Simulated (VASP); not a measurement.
# Li2ZnO2 (P4/mmm) in VASP: further runs, part 3 of 3

VASP 6.6.1.

## (6) Relaxation of cell and atoms, PBE

INCAR reads:

```
PREC = Accurate ; ENCUT = 600
EDIFF = 1E-6 ; ISMEAR = 0
SIGMA = 0.02 ; LREAL = F
LASPH = T ; NELM = 80
ALGO = Normal ; ISIF = 3
LWAVE = F ; LCHARG = F
GGA = PE ; IBRION = 2
NSW = 100 ; EDIFFG = -0.01
```

KPOINTS reads:

```
Automatic mesh
0
Gamma
  12 12 8
```

POSCAR reads:

```
Li2ZnO2
1.0
    2.9127450785      0.0000000000      0.0000000000
    0.0000000000      2.9127450785      0.0000000000
    0.0000000000      0.0000000000      5.2322712992
Li Zn O
2 1 2
Direct
    0.0000000000      0.5000000000      0.5000000000
    0.5000000000      0.0000000000      0.5000000000
    0.0000000000      0.0000000000      0.0000000000
    0.5000000000      0.5000000000      0.2509732794
    0.5000000000      0.5000000000      0.7490267206
```

Potentials or basis: VASP PAW PBE potentials, release 64 (Li_sv, Zn, O).

Command:

```console
> cat potpaw_PBE.64/Li_sv/POTCAR potpaw_PBE.64/Zn/POTCAR potpaw_PBE.64/O/POTCAR > POTCAR
> mpirun -np 1 vasp_std > vasp.out
```

OUTCAR:

```text
PREC = Accurate
   ENCUT = 600
   EDIFF = 1E-6
   ISMEAR = 0
   LREAL = F
   LASPH = T
   NELM = 80
   ISIF = 3
   GGA = PE
   IBRION = 2
   NSW = 100
   EDIFFG = -0.01

 ion  position               nearest neighbor table
   1  0.000  0.500  0.500-   4 1.95   5 1.95   4 1.95   5 1.95   2 2.06   2 2.06   2 2.06   2 2.06

   2  0.500  0.000  0.500-   4 1.95   5 1.95   4 1.95   5 1.95   1 2.06   1 2.06   1 2.06   1 2.06

   3  0.000  0.000  0.000-   4 2.44   5 2.44   4 2.44   5 2.44   4 2.44   5 2.44   4 2.44   5 2.44

   4  0.500  0.500  0.251-   1 1.95   2 1.95   2 1.95   1 1.95   3 2.44   3 2.44   3 2.44   3 2.44

   5  0.500  0.500  0.749-   1 1.95   2 1.95   2 1.95   1 1.95   3 2.44   3 2.44   3 2.44   3 2.44

  LATTYP: Found a simple tetragonal cell.
 ALAT       =     2.9127450785
 C/A-ratio  =     1.7963368431

  Lattice vectors:

 A1 = (   2.9127450785,   0.0000000000,   0.0000000000)
 A2 = (   0.0000000000,   2.9127450785,   0.0000000000)
 A3 = (   0.0000000000,   0.0000000000,   5.2322712992)

Analysis of symmetry for initial positions (statically):
=====================================================================
 Subroutine PRICEL returns:
[... 227 lines left out ...]

 E-fermi :   3.2338     XC(G=0): -11.0063

 val. band max:        3.1533747669   @ k =   0.5000   0.5000   0.0000
 cond. band min:       3.4357628265   @ k =   0.5000   0.5000   0.0000
 fundamental gap:      0.2823880596
 Fermi energy:         3.2338326717

 k-point     1 :       0.0000    0.0000    0.0000
  band No.  band energies     occupation
      1     -42.3002      2.00000
      2     -41.7517      2.00000
      3     -14.4177      2.00000
      4     -13.6458      2.00000
      5      -3.4449      2.00000
      6      -3.1531      2.00000
[... 505 lines left out ...]
      6      -3.1859      2.00000
[... 11 lines left out ...]
     18      10.0986      0.00000
     19      10.4129      0.00000

 [... further k-points ...]
[... 5 lines left out ...]
  --------------------------------------------------------------------------------------
  -------------------------------------------------------------------------------------
  Total        0.0099081      0.0099081      0.0022017      0.0000000     -0.0000000     -0.0000000
  in kB        0.3575618      0.3575618      0.0794552      0.0000000     -0.0000000     -0.0000000
  external PRESSURE =       0.2648596 kB  Pullay stress =       0.0000000 kB

 VOLUME and BASIS-vectors are now :
 -----------------------------------------------------------------------------
  energy-cutoff  :      600.00
  volume of cell :       44.40
      direct lattice vectors                 reciprocal lattice vectors
     2.913072238  0.000000000  0.000000000     0.343280193  0.000000000  0.000000000
     0.000000000  2.913072238  0.000000000     0.000000000  0.343280193  0.000000000
    -0.000000000 -0.000000000  5.231739967     0.000000000  0.000000000  0.191140998

 POSITION                                       TOTAL-FORCE (eV/Angst)
 -----------------------------------------------------------------------------------
     -0.00000      1.45654      2.61587         0.000000      0.000000      0.000000
      1.45654      2.91307      2.61587         0.000000      0.000000      0.000000
      0.00000      2.91307      0.00000         0.000000      0.000000      0.000000
      1.45654      1.45654      1.31229         0.000000      0.000000     -0.001246
      1.45654      1.45654      3.91945        -0.000000     -0.000000      0.001246
 -----------------------------------------------------------------------------------
    total drift:                                0.000000      0.000000     -0.000000

  FREE ENERGIE OF THE ION-ELECTRON SYSTEM (eV)
  ---------------------------------------------------
  free  energy   TOTEN  =       -20.0245215673 eV

  energy  without entropy=      -20.0245215673  energy(sigma->0) =      -20.02452157

 reached required accuracy - stopping structural energy minimisation
```

CONTCAR:

```text
Li2ZnO2
   1.00000000000000
     2.9130722384031000    0.0000000000000000    0.0000000000000000
     0.0000000000000000    2.9130722384031000    0.0000000000000000
    -0.0000000000000000   -0.0000000000000000    5.2317399667085702
  Li              Zn              O
     2     1     2
Direct
     0.0000000000000000    0.5000000000000000    0.5000000000000000
     0.5000000000000000    1.0000000000000000    0.5000000000000000
     0.0000000000000000    1.0000000000000000    0.0000000000000000
     0.5000000000000000    0.5000000000000000    0.2508320311172972
     0.5000000000000000    0.5000000000000000    0.7491679688827028

  0.00000000E+00  0.00000000E+00  0.00000000E+00
  0.00000000E+00  0.00000000E+00  0.00000000E+00
  0.00000000E+00  0.00000000E+00  0.00000000E+00
  0.00000000E+00  0.00000000E+00  0.00000000E+00
  0.00000000E+00  0.00000000E+00  0.00000000E+00
```

Run time: 4.1 min. Hardware: 1 thread of Oxide Virtual Turin-like, shared host; peak memory 0.24 GiB.

What came out:

| Item | Value |
| --- | --- |
| Free energy | -20.0245 eV |
| Relaxed volume | 8.88 Å³/atom |
| Relaxed cell | a = 2.913 Å, b = 2.913 Å, c = 5.232 Å, α = 90.00°, β = 90.00°, γ = 90.00° |
| Space group after relaxing (to 0.05 Å) | P4/mmm (No. 123) |
| Energy gained by relaxing | 0.0 meV/atom |
| Ionic steps | 2 |
| Pressure after relaxing | 0.0 GPa |
| Band gap on the k mesh | 0.28 eV, direct |

Final structure:
```xyz
5
Lattice="2.9131 0.0000 0.0000 0.0000 2.9131 0.0000 0.0000 0.0000 5.2317" Properties=species:S:1:pos:R:3 pbc="T T T"
Li    0.0000    1.4565    2.6159
Li    1.4565    2.9131    2.6159
Zn    0.0000    2.9131    0.0000
O     1.4565    1.4565    1.3123
O     1.4565    1.4565    3.9195
```

Caveat: the cutoff is under 1.25 times the usual one of these potentials, so pressure, stress and relaxed cells hold a basis-set (Pulay) error. A k mesh can miss the band edges.

## (7) Overview

| task | cell | k mesh | cutoff (eV) | smearing | gap on the mesh (eV) | pressure (GPa) | relaxed volume (Å³/atom) | largest force (eV/Å) |
| --- | --- | --- | --- | --- | --- | --- | --- | --- |
| single point | a = 2.913, b = 2.913, c = 5.232 Å, 5 atoms | 6 × 6 × 4 | 520 | gaussian 0.1 eV | 0.28 | - | - | 0.01 |
| single point | a = 3.548, b = 3.548, c = 4.813 Å, 5 atoms | 6 × 6 × 4 | 520 | gaussian 0.1 eV | none | - | - | 1.06 |
| relaxation of cell and atoms | relaxed from a = 3.548, b = 3.548, c = 4.813 Å, 5 atoms | 6 × 6 × 4 | 600 | gaussian 0.1 eV | 0.26 | 0.1 | 8.89 | 0.01 |
| single point | a = 2.913, b = 2.913, c = 5.232 Å, 5 atoms | 12 × 12 × 8 | 520 | gaussian 0.02 eV | 0.28 | - | - | 0.02 |
| relaxation of cell and atoms | relaxed from a = 2.913, b = 2.913, c = 5.232 Å, 5 atoms | 12 × 12 × 8 | 600 | gaussian 0.02 eV | 0.28 | 0.0 | 8.88 | - |

Alike in all rows: level PBE; potentials or basis VASP PAW PBE potentials, release 64 (Li_sv, Zn, O); no spin polarisation.

Caveats: the cutoff is under 1.25 times the usual one of these potentials, so pressure, stress and relaxed cells hold a basis-set (Pulay) error; forces of over 1 eV/Å act on the atoms, so gaps and moduli don't describe the material at rest (some runs); the volume moved by over 15 % at a fixed basis, so the end points are rough (some runs).

Total energies depend on the potentials used, so only differences within one code and one set of settings carry meaning.
